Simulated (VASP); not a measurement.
# C (Cmme) in VASP: single point with r2SCAN

Aim: the single point of C with r2SCAN.

Program: VASP 6.6.1. These are calculated values, not measurements. Logs are shortened: lines on timing, memory, paths and dates and some standing lists are left out, and cuts for length are marked.

## Step 1: The cell of the first run

The structure is orthorhombic, space group Cmme (No. 67). Conventional cell: a = 2.509 Å, b = 4.346 Å, c = 11.446 Å, α = 90.00°, β = 90.00°, γ = 90.00°. C (site symmetry m) has 3 C at 1.45 Å within 1.9 Å.

## Step 2: Single point, r2SCAN

Input file POSCAR:

```
C
1.0
    1.2545445486     -2.1732119101      0.0000000000
    1.2545445486      2.1732119101      0.0000000000
    0.0000000000      0.0000000000     11.4457918452
C
4
Direct
    0.0833365590      0.9166634410      0.6971685577
    0.5833365590      0.4166634410      0.3028314423
    0.9166634410      0.0833365590      0.3028314423
    0.4166634410      0.5833365590      0.6971685577
```

Input file INCAR.step1:

```
SYSTEM = C
ALGO = Normal ; EDIFF = 1E-4
ENCUT = 520 ; GGA = PE
ISMEAR = 0 ; LASPH = .TRUE.
LCHARG = .FALSE. ; LREAL = .FALSE.
LWAVE = .TRUE. ; NBANDS = 16
NELM = 80 ; PREC = Accurate
SIGMA = 0.1
```

Input file INCAR.step2:

```
SYSTEM = C
ALGO = Normal ; EDIFF = 1E-7
ENCUT = 520 ; ISIF = 2
ISMEAR = 0 ; ISTART = 1
LASPH = .TRUE. ; LCHARG = .FALSE.
LMIXTAU = .TRUE. ; LREAL = .FALSE.
LWAVE = .FALSE. ; METAGGA = R2SCAN
NBANDS = 16 ; NELM = 80
PREC = Accurate ; SIGMA = 0.1
```

Input file KPOINTS:

```
k-points
0
G
  1 1 1
  0 0 0
```

Potentials or basis: VASP PAW PBE potentials, release 64 (C).

Started as:

```console
> cat potpaw_PBE.64/C/POTCAR > POTCAR
> cp INCAR.step1 INCAR
> mpirun -np 1 vasp_gam > vasp.out
> cp INCAR.step2 INCAR
> mpirun -np 1 vasp_gam > vasp.out
```

OUTCAR:

```text
SYSTEM = C
   EDIFF = 1E-7
   ENCUT = 520
   ISIF = 2
   ISMEAR = 0
   ISTART = 1
   LASPH = .TRUE.
   LREAL = .FALSE.
   METAGGA = R2SCAN
   NELM = 80
   PREC = Accurate

 ion  position               nearest neighbor table
   1  0.083  0.917  0.697-   4 1.45   4 1.45   4 1.45
   2  0.583  0.417  0.303-   3 1.45   3 1.45   3 1.45
   3  0.917  0.083  0.303-   2 1.45   2 1.45   2 1.45
   4  0.417  0.583  0.697-   1 1.45   1 1.45   1 1.45

  LATTYP: Found a base centered orthorhombic cell.
 ALAT       =     2.5090890972
 B/A-ratio  =     1.7322716140
 C/A-ratio  =     4.5617319281

  Lattice vectors:

 A1 = (   1.2545445486,  -2.1732119101,   0.0000000000)
 A2 = (   1.2545445486,   2.1732119101,   0.0000000000)
 A3 = (   0.0000000000,   0.0000000000,  11.4457918452)

Analysis of symmetry for initial positions (statically):
=====================================================================
 Subroutine PRICEL returns:
 Original cell was already a primitive cell.

 Routine SETGRP: Setting up the symmetry group for a
 base centered orthorhombic supercell.

 Subroutine GETGRP returns: Found  8 space group operations
 (whereof  4 operations were pure point group operations)
 out of a pool of  8 trial point group operations.

The static configuration has the point symmetry C_2h.
 The point group associated with its full space group is D_2h.

Analysis of symmetry for dynamics (positions and initial velocities):
=====================================================================
 Subroutine PRICEL returns:
 Original cell was already a primitive cell.

 Routine SETGRP: Setting up the symmetry group for a
 base centered orthorhombic supercell.

 Subroutine GETGRP returns: Found  8 space group operations
 (whereof  4 operations were pure point group operations)
 out of a pool of  8 trial point group operations.

The dynamic configuration has the point symmetry C_2h.
 The point group associated with its full space group is D_2h.

 Subroutine INISYM returns: Found  8 space group operations
 (whereof  4 operations are pure point group operations),
 and found     1 'primitive' translations

----------------------------------------------------------------------------------------

                                     Primitive cell

  volume of cell :      62.4114

  direct lattice vectors                    reciprocal lattice vectors
     1.254544549 -2.173211910  0.000000000     0.398551012 -0.230074204  0.000000000
     1.254544549  2.173211910  0.000000000     0.398551012  0.230074204  0.000000000
     0.000000000  0.000000000 11.445791845     0.000000000  0.000000000  0.087368355

  length of vectors
     2.509329000  2.509329000 11.445791845     0.460192404  0.460192404  0.087368355

  position of ions in fractional coordinates (direct lattice)
     0.083336559  0.916663441  0.697168558
     0.583336559  0.416663441  0.302831442
     0.916663441  0.083336559  0.302831442
     0.416663441  0.583336559  0.697168558

  ion indices of the primitive-cell ions
   primitive index   ion index
                 1           1
                 2           2
                 3           3
                 4           4

----------------------------------------------------------------------------------------

 KPOINTS: k-points

Automatic generation of k-mesh.
 Grid dimensions read from file:
 generate k-points for:    1    1    1

 Generating k-lattice:

  Cartesian coordinates                     Fractional coordinates (reciprocal lattice)
     0.398551012 -0.230074204  0.000000000     1.000000000  0.000000000  0.000000000
     0.398551012  0.230074204  0.000000000     0.000000000  1.000000000  0.000000000
     0.000000000  0.000000000  0.087368355     0.000000000  0.000000000  1.000000000

  Length of vectors
     0.460192404  0.460192404  0.087368355

  Shift w.r.t. Gamma in fractional coordinates (k-lattice)
     0.000000000  0.000000000  0.000000000

 Subroutine IBZKPT returns following result:
 ===========================================

 Found      1 irreducible k-points:

 Following reciprocal coordinates:
            Coordinates               Weight
  0.000000  0.000000  0.000000      1.000000
   k-points           NKPTS =      1   k-points in BZ     NKDIM =      1   number of bands    NBANDS=     16
   number of dos      NEDOS =    301   number of ions     NIONS =      4
   total plane-waves  NPLWV =  36000
   dimension x,y,z NGX =    20 NGY =   20 NGZ =   90
   dimension x,y,z NGXF=    40 NGYF=   40 NGZF=  180
   ions per type =               4
   NGX,Y,Z   is equivalent  to a cutoff of  13.25, 13.25, 13.07 a.u.
   NGXF,Y,Z  is equivalent  to a cutoff of  26.50, 26.50, 26.14 a.u.
 SYSTEM =  C
   PREC   = accura    normal or accurate (medium, high low for compatibility)
   ISTART =      1    job   : 0-new  1-cont  2-samecut
   ICHARG =      0    charge: 1-file 2-atom 10-const
   ISPIN  =      1    spin polarized calculation?
   LNONCOLLINEAR =      F non collinear calculations
   LSORBIT =      F    spin-orbit coupling
   LASPH  =      T    aspherical Exc in radial PAW
   ENCUT  =  520.0 eV  38.22 Ry    6.18 a.u.   4.67  4.67 21.28*2*pi/ulx,y,z
   NELM   =     80;   NELMIN=  2; NELMDL=  0     # of ELM steps
   EDIFF  = 0.1E-06   stopping-criterion for ELM
   LREAL  =      F    real-space projection
   EDIFFG = 0.1E-05   stopping-criterion for IOM
   NSW    =      0    number of steps for IOM
   IBRION =     -1    ionic relax: 0-MD 1-quasi-New 2-CG
   NFREE  =      0    steps in history (QN), initial steepest desc. (CG)
   ISIF   =      2    stress and relaxation
   ISYM   =      2    0-nonsym 1-usesym 2-fastsym
   POTIM  = 0.5000    time-step for ionic-motion
   TEBEG  =    0.0;   TEEND  =   0.0 temperature during run
   PSTRESS=    0.0 pullay stress
   NELECT =      16.0000    total number of electrons
   NUPDOWN=      -1.0000    fix difference up-down
   EMIN   =  10.00;   EMAX   =-10.00  energy-range for DOS
   EFERMI =   0.00;   METHOD = LEGACY
   ISMEAR =     0;   SIGMA  =   0.10  broadening in eV -4-tet -1-fermi 0-gaus
   EFERMI_NEDOS =   21; number of points for ismear=-14 and -15
   IALGO  =     38    algorithm
   IMIX   =      4    mixing-type and parameters
     AMIX     =   0.40;   BMIX     =  1.00
     AMIX_MAG =   1.60;   BMIX_MAG =  1.00
  volume/ion in A,a.u.               =      15.60       105.29
  Fermi-wavevector in a.u.,A,eV,Ry     =   1.039984  1.965286 14.715620  1.081568
  Thomas-Fermi vector in A             =   2.174540
   LORBIT       =      0    0 simple, 1 ext, 2 COOP (PROOUT), +10 PAW based schemes
   METAGGA = R2SCAN    functional components
   LHFCALC =     F    Hartree Fock is set to
   AEXX    =    0.0000 exact exchange contribution
   IVDW    =     0    specifies the selected vdW correction
   LEPSILON=     F    determine dielectric tensor
   LRPA    =     F    only Hartree local field effects (RPA)
 non-spin polarized calculation
 Gauss-broadening in eV      SIGMA  =   0.10
  energy-cutoff  :      520.00
  volume of cell :       62.41
 maximum number of plane-waves:       856
 NGX is ok and might be reduce to    18
   NGX =  9   NGY =  9   NGZ = 43

 number of electron      16.0000003 magnetization

 Free energy of the ion-electron system (eV)
  ---------------------------------------------------
  ext. energy  EPLUGINS =         0.00000000
  ---------------------------------------------------
  free energy    TOTEN  =       -25.88789469 eV

  energy without entropy =      -25.88789469  energy(sigma->0) =      -25.88789469

 E-fermi :  -1.7917     XC(G=0):  -6.8728

 val. band max:       -2.2760358843   @ k =   0.0000   0.0000   0.0000
 cond. band min:       4.4594740196   @ k =   0.0000   0.0000   0.0000
 fundamental gap:      6.7355099039
 Fermi energy:        -1.7916609844

 k-point     1 :       0.0000    0.0000    0.0000
  band No.  band energies     occupation
      1     -19.2248      2.00000
      2     -19.2120      2.00000
      3      -7.0093      2.00000
      4      -6.8095      2.00000
      5      -2.2779      2.00000
      6      -2.2777      2.00000
[... 8 lines left out ...]
     15       9.3821      0.00000
     16      13.6951      0.00000

------------------------ aborting loop because EDIFF is reached ----------------------------------------

  FORCE on cell =-STRESS in cart. coord.  units (eV):
  Direction    XX          YY          ZZ          XY          YZ          ZX
  --------------------------------------------------------------------------------------
  -------------------------------------------------------------------------------------
  Total        0.4656775      0.4621434     -0.0085855      0.0000000      0.0000000      0.0000000
  in kB       11.9545114     11.8637879     -0.2204009      0.0000000      0.0000000      0.0000000
  external PRESSURE =       7.8659661 kB  Pullay stress =       0.0000000 kB

 VOLUME and BASIS-vectors are now :
 -----------------------------------------------------------------------------
  energy-cutoff  :      520.00
  volume of cell :       62.41
      direct lattice vectors                 reciprocal lattice vectors
     1.254544549 -2.173211910  0.000000000     0.398551012 -0.230074204  0.000000000
     1.254544549  2.173211910  0.000000000     0.398551012  0.230074204  0.000000000
     0.000000000  0.000000000 11.445791845     0.000000000  0.000000000  0.087368355

 POSITION                                       TOTAL-FORCE (eV/Angst)
 -----------------------------------------------------------------------------------
      1.25454      1.81100      7.97965         0.000000     -0.000675      0.000564
      1.25454     -0.36222      3.46615         0.000000     -0.000675     -0.000564
      1.25454     -1.81100      3.46615         0.000000      0.000675     -0.000564
      1.25454      0.36222      7.97965         0.000000      0.000675      0.000564
 -----------------------------------------------------------------------------------
    total drift:                               -0.000000     -0.000000     -0.000000

  FREE ENERGIE OF THE ION-ELECTRON SYSTEM (eV)
  ---------------------------------------------------
  free  energy   TOTEN  =       -25.8878946946 eV

  energy  without entropy=      -25.8878946946  energy(sigma->0) =      -25.88789469
```

Run time: 41 s. Hardware: 1 thread of AMD EPYC 7R13, shared host; peak memory 0.14 GiB.

Results:

```yaml
Free_energy: -25.8879 eV
Pressure: 0.8 GPa
```

Caveat: the k points lie up to 2.89 Å⁻¹ apart; the PAW data sets were made with another functional, which shifts forces and pressure a little.
